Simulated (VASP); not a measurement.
# TiCo2 (I4_1/amd) in VASP: single point with PBEsol

Aim: the single point of TiCo2 with PBEsol.

Program: VASP 6.6.1. These are calculated values, not measurements. Logs are shortened: lines on timing, memory, paths and dates and some standing lists are left out, and cuts for length are marked.

### Step 1. The cell of the first run

It takes space group I4_1/amd (No. 141, tetragonal). Conventional cell: a = 4.360 Å, b = 4.360 Å, c = 7.400 Å, α = 90.00°, β = 90.00°, γ = 90.00°. Within 3.4 Å of Ti (site symmetry -4m2) lie 12 Co at 2.61 to 2.98 Å and 4 Ti at 2.86 Å. Co (site symmetry 2/m) has 6 Co at 2.18 to 2.41 Å and 6 Ti at 2.61 to 2.98 Å within 3.0 Å.

### Step 2. Single point, PBEsol

File INCAR:

```
SYSTEM = TiCo2
PREC = Accurate
ENCUT = 520
EDIFF = 1E-6
ISMEAR = 0
SIGMA = 0.15
LREAL = .False.
LASPH = .True.
NELM = 80
ALGO = Fast
ISIF = 2
LWAVE = .False.
LCHARG = .False.
GGA = PS
NBANDS = 39
```

File KPOINTS:

```
Automatic mesh
0
Gamma
  14 14 14
  0 0 0
```

File POSCAR:

```
TiCo2
1.0
    0.0000000000      3.0831335701      3.6997602841
    3.0831335701      0.0000000000      3.6997602841
    3.0831335701      3.0831335701      0.0000000000
Ti Co
2 4
Direct
    0.5000000000      0.5000000000      0.5000000000
    0.7500000000      0.7500000000      0.7500000000
    0.1250000000      0.1250000000      0.1250000000
    0.6250000000      0.1250000000      0.1250000000
    0.1250000000      0.1250000000      0.6250000000
    0.1250000000      0.6250000000      0.1250000000
```

Potentials or basis: VASP PAW PBE potentials, release 64 (Ti_sv, Co).

On the command line:

```sh
$ cat potpaw_PBE.64/Ti_sv/POTCAR potpaw_PBE.64/Co/POTCAR > POTCAR
$ mpirun -np 1 vasp_std > vasp.out
```

OUTCAR:

```text
SYSTEM = TiCo2
   PREC = Accurate
   ENCUT = 520
   EDIFF = 1E-6
   ISMEAR = 0
   LREAL = .False.
   LASPH = .True.
   NELM = 80
   ISIF = 2
   GGA = PS

 ion  position               nearest neighbor table
   1  0.500  0.500  0.500-   4 2.61   6 2.61   3 2.61   5 2.61   3 2.61   5 2.61   4 2.61   6 2.61
                             2 2.86   2 2.86   2 2.86   2 2.86   3 2.98   5 2.98   4 2.98   6 2.98
   2  0.750  0.750  0.750-   4 2.61   6 2.61   4 2.61   6 2.61   3 2.61   5 2.61   3 2.61   5 2.61
                             1 2.86   1 2.86   1 2.86   1 2.86   5 2.98   3 2.98   4 2.98   6 2.98
   3  0.125  0.125  0.125-   5 2.18   5 2.18   6 2.41   4 2.41   6 2.41   4 2.41   1 2.61   2 2.61
                             1 2.61   2 2.61   1 2.98   2 2.98
   4  0.625  0.125  0.125-   6 2.18   6 2.18   3 2.41   3 2.41   5 2.41   5 2.41   1 2.61   2 2.61
                             2 2.61   1 2.61   2 2.98   1 2.98
   5  0.125  0.125  0.625-   3 2.18   3 2.18   4 2.41   6 2.41   6 2.41   4 2.41   1 2.61   2 2.61
                             1 2.61   2 2.61   1 2.98   2 2.98
   6  0.125  0.625  0.125-   4 2.18   4 2.18   3 2.41   3 2.41   5 2.41   5 2.41   1 2.61   2 2.61
                             2 2.61   1 2.61   1 2.98   2 2.98

  LATTYP: Found a body centered tetragonal cell.
 ALAT       =     4.3602093094
 C/A-ratio  =     1.6970562748

  Lattice vectors:

 A1 = (  -3.0831335701,   0.0000000000,   3.6997602841)
 A2 = (   3.0831335701,   0.0000000000,   3.6997602841)
 A3 = (   0.0000000000,   3.0831335701,  -3.6997602841)

Analysis of symmetry for initial positions (statically):
=====================================================================
 Subroutine PRICEL returns:
 Original cell was already a primitive cell.

 Routine SETGRP: Setting up the symmetry group for a
 body centered tetragonal supercell.

 Subroutine GETGRP returns: Found 16 space group operations
 (whereof  8 operations were pure point group operations)
 out of a pool of 16 trial point group operations.

The static configuration has the point symmetry D_2d.
 The point group associated with its full space group is D_4h.

Analysis of symmetry for dynamics (positions and initial velocities):
=====================================================================
 Subroutine PRICEL returns:
 Original cell was already a primitive cell.

 Routine SETGRP: Setting up the symmetry group for a
 body centered tetragonal supercell.

 Subroutine GETGRP returns: Found 16 space group operations
 (whereof  8 operations were pure point group operations)
 out of a pool of 16 trial point group operations.

The dynamic configuration has the point symmetry D_2d.
[... 114 lines left out ...]
   ISIF   =      2    stress and relaxation
   ISYM   =      2    0-nonsym 1-usesym 2-fastsym
   POTIM  = 0.5000    time-step for ionic-motion
   TEBEG  =    0.0;   TEEND  =   0.0 temperature during run
   PSTRESS=    0.0 pullay stress
   NELECT =      60.0000    total number of electrons
   NUPDOWN=      -1.0000    fix difference up-down
   EMIN   =  10.00;   EMAX   =-10.00  energy-range for DOS
   EFERMI =   0.00;   METHOD = LEGACY
   ISMEAR =     0;   SIGMA  =   0.15  broadening in eV -4-tet -1-fermi 0-gaus
   EFERMI_NEDOS =   21; number of points for ismear=-14 and -15
   IALGO  =     68    algorithm
   IMIX   =      4    mixing-type and parameters
     AMIX     =   0.40;   BMIX     =  1.00
     AMIX_MAG =   1.60;   BMIX_MAG =  1.00
  volume/ion in A,a.u.               =      11.72        79.11
  Fermi-wavevector in a.u.,A,eV,Ry     =   1.552610  2.934008 32.798192  2.410599
  Thomas-Fermi vector in A             =   2.656961
   LORBIT       =      0    0 simple, 1 ext, 2 COOP (PROOUT), +10 PAW based schemes
   GGA     = PS    functional components
   LHFCALC =     F    Hartree Fock is set to
   AEXX    =    0.0000 exact exchange contribution
   IVDW    =     0    specifies the selected vdW correction
   LEPSILON=     F    determine dielectric tensor
   LRPA    =     F    only Hartree local field effects (RPA)
 non-spin polarized calculation
 RMM-DIIS sequential band-by-band and
 Gauss-broadening in eV      SIGMA  =   0.15
  energy-cutoff  :      520.00
  volume of cell :       70.34
 maximum number of plane-waves:      1924
   NGX = 17   NGY = 17   NGZ = 17

 number of electron      60.0000001 magnetization

 Free energy of the ion-electron system (eV)
  ---------------------------------------------------
  ext. energy  EPLUGINS =         0.00000000
  ---------------------------------------------------
  free energy    TOTEN  =       -48.89161820 eV

  energy without entropy =      -48.77835872  energy(sigma->0) =      -48.83498846

 E-fermi :  10.6745     XC(G=0): -13.3083

 val. band max:       10.6735449631   @ k =   0.4286   0.2143   0.0714
 cond. band min:      10.6751022749   @ k =  -0.3571   0.2857   0.1429
 fundamental gap:      0.0015573118
 Fermi energy:        10.6745435710

 k-point     1 :       0.0000    0.0000    0.0000
  band No.  band energies     occupation
      1     -46.1904      2.00000
      2     -46.0892      2.00000
      3     -22.6968      2.00000
      4     -22.5723      2.00000
      5     -22.5723      2.00000
      6     -22.4031      2.00000
[... 997 lines left out ...]
     38      13.0175      0.00000
     39      13.4044      0.00000

 [... further k-points ...]

------------------------ aborting loop because EDIFF is reached ----------------------------------------

  FORCE on cell =-STRESS in cart. coord.  units (eV):
  Direction    XX          YY          ZZ          XY          YZ          ZX
  --------------------------------------------------------------------------------------
  -------------------------------------------------------------------------------------
  Total        6.1355712      6.1355712     -7.5735083      0.0000000      0.0000000     -0.0000000
  in kB      139.7582075    139.7582075   -172.5120453      0.0000000      0.0000000     -0.0000000
  external PRESSURE =      35.6681233 kB  Pullay stress =       0.0000000 kB

 VOLUME and BASIS-vectors are now :
 -----------------------------------------------------------------------------
  energy-cutoff  :      520.00
  volume of cell :       70.34
      direct lattice vectors                 reciprocal lattice vectors
     0.000000000  3.083133570  3.699760284    -0.162172669  0.162172669  0.135143891
     3.083133570  0.000000000  3.699760284     0.162172669 -0.162172669  0.135143891
     3.083133570  3.083133570  0.000000000     0.162172669  0.162172669 -0.135143891

 POSITION                                       TOTAL-FORCE (eV/Angst)
 -----------------------------------------------------------------------------------
      3.08313      3.08313      3.69976         0.000000      0.000000     -0.000000
      4.62470      4.62470      5.54964        -0.000000     -0.000000      0.000000
      0.77078      0.77078      0.92494         0.000000     -0.000000      0.000000
      0.77078      2.31235      2.77482         0.000000     -0.000000      0.000000
      2.31235      2.31235      0.92494         0.000000     -0.000000      0.000000
      2.31235      0.77078      2.77482         0.000000     -0.000000      0.000000
 -----------------------------------------------------------------------------------
    total drift:                                0.000000      0.000000      0.000000

  FREE ENERGIE OF THE ION-ELECTRON SYSTEM (eV)
  ---------------------------------------------------
  free  energy   TOTEN  =       -48.8916181993 eV

  energy  without entropy=      -48.7783587247  energy(sigma->0) =      -48.83498846
```

OSZICAR:

```text
N       E                     dE             d eps       ncg     rms          rms(c)
DAV:   1     0.591439566592E+03    0.59144E+03   -0.27613E+04 19032   0.207E+03
DAV:   2     0.124449797249E+02   -0.57899E+03   -0.56191E+03 19032   0.501E+02
DAV:   3    -0.502540631166E+02   -0.62699E+02   -0.59843E+02 26392   0.176E+02
[... 21 lines left out ...]
RMM:  25    -0.488916144056E+02   -0.18468E-05   -0.20878E-05 22635   0.214E-02    0.173E-02
RMM:  26    -0.488916156749E+02   -0.12693E-05   -0.18187E-05 22229   0.199E-02    0.164E-02
RMM:  27    -0.488916166315E+02   -0.95666E-06   -0.13209E-05 20855   0.188E-02    0.165E-02
RMM:  28    -0.488916175412E+02   -0.90968E-06   -0.11773E-05 20281   0.179E-02    0.170E-02
RMM:  29    -0.488916181993E+02   -0.65809E-06   -0.99335E-06 19872   0.175E-02
   1 F= -.48891618E+02 E0= -.48834988E+02  d E =-.113259E+00
```

Wall time 25 min (1 thread of AMD EPYC 7R13 (Zen 3), shared host); peak memory 0.58 GiB.

What came out:

- Free energy: -48.8916 eV
- Pressure: 3.6 GPa
- Band gap on the k mesh: zero (bands 30 and 31 overlap by 0.37 eV)

Stress tensor (GPa, compression positive):
```
 13.98   0.00   0.00
  0.00  13.98   0.00
  0.00   0.00 -17.25
```

Caveat: the stress differs along the axes, from -17 to 14 GPa; the PAW data sets were made with another functional, which shifts forces and pressure a little; the run has no spin polarisation, though such a crystal can be magnetic.
